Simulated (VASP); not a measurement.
Li (a cell with a defect): single point with PBE

System: Li (a cell with a defect).

```
Li
1.0
     6.98000    0.00000    0.00000
     0.00000    6.98000    0.00000
     0.00000    0.00000    6.98000
Li
17
Direct
  0.00928 0.17963 0.06735
  0.61523 0.87712 0.94201
  0.80592 0.54858 0.40199
  0.92960 0.96391 0.37702
  0.31268 0.01332 0.32211
  0.21663 0.81885 0.97468
  0.37540 0.79913 0.60847
  0.77024 0.47156 0.97931
  0.82993 0.70473 0.67795
  0.24731 0.34483 0.35173
  0.24384 0.49825 0.73583
  0.55159 0.44105 0.62648
  0.53910 0.77799 0.28225
  0.61361 0.22613 0.24266
  0.44799 0.31079 0.98107
  0.76145 0.13996 0.75613
  0.10828 0.13805 0.66447
```

* Program: VASP 6.6.1
* Task: single point
* Functional: PBE
* Potentials or basis: VASP PAW PBE potentials, release 64 (Li_sv)
* Cutoff: 520 eV
* k mesh: 2 × 2 × 2
* Occupations: fermi-dirac, width 0.05 eV
* Spin: no spin polarisation
* Dipole correction: no
* Further INCAR settings: LREAL = Auto; ALGO = Normal; EDIFF = 1e-06; NBANDS = 40

* Largest force: 1.307 eV/Å
* Band gap on the k mesh: zero (an odd number of electrons rules out a gap without spin polarisation)

Forces in eV/Å, atoms in the order of the input:
```
Li   0.070 -0.020 -0.086
Li  -0.081  0.026  0.163
Li   0.690 -0.659 -0.893
Li  -0.352 -0.185 -0.142
Li  -0.319  0.197 -0.106
Li  -0.392  0.016  0.270
Li   0.239  0.414  0.213
Li   0.387  0.535  0.052
Li   0.519  0.592  0.639
Li  -0.284  1.022 -0.045
Li  -1.128 -0.054  0.218
Li   0.217 -0.396 -0.289
Li   0.399 -0.834 -0.156
Li   0.669 -0.477  0.803
Li  -0.753 -0.269 -0.305
Li  -0.319  0.124 -0.511
Li   0.438 -0.031  0.175
```

Levels at points of the mesh, in eV from the Fermi level:
| k point | band 22 | band 23 | band 24 | band 25 | band 26 | band 27 | band 28 | band 29 |
| --- | --- | --- | --- | --- | --- | --- | --- | --- |
| (0.00, 0.00, 0.00) | -0.98 | -0.96 | -0.79 | 0.46 | 0.52 | 0.57 | 0.91 | 1.00 |
| (0.50, 0.00, 0.00) | -0.58 | -0.54 | -0.44 | -0.36 | -0.28 | 0.02 | 0.96 | 1.14 |
| (0.00, 0.50, 0.00) | -0.61 | -0.53 | -0.50 | -0.41 | -0.35 | -0.23 | 0.76 | 1.31 |
| (0.00, 0.00, 0.50) | -0.62 | -0.57 | -0.46 | -0.30 | -0.28 | -0.26 | 0.91 | 1.15 |
| (0.50, 0.50, 0.00) | -0.34 | -0.30 | -0.09 | -0.05 | -0.02 | 0.26 | 0.39 | 0.50 |
| (0.00, 0.50, 0.50) | -0.47 | -0.26 | -0.16 | -0.06 | 0.18 | 0.21 | 0.48 | 0.84 |
| (0.50, 0.00, 0.50) | -0.39 | -0.30 | -0.22 | 0.02 | 0.05 | 0.33 | 0.49 | 0.62 |
| (0.50, 0.50, 0.50) | -1.61 | -1.60 | -1.53 | -1.21 | 1.47 | 1.54 | 1.70 | 1.96 |

It took 5.1 min on 1 thread of Intel Xeon 8259CL, with other jobs on the host, peak memory 0.37 GiB.

Caveat: the k points lie up to 0.45 Å⁻¹ apart, too coarse for converged energies and pressures of a metal.
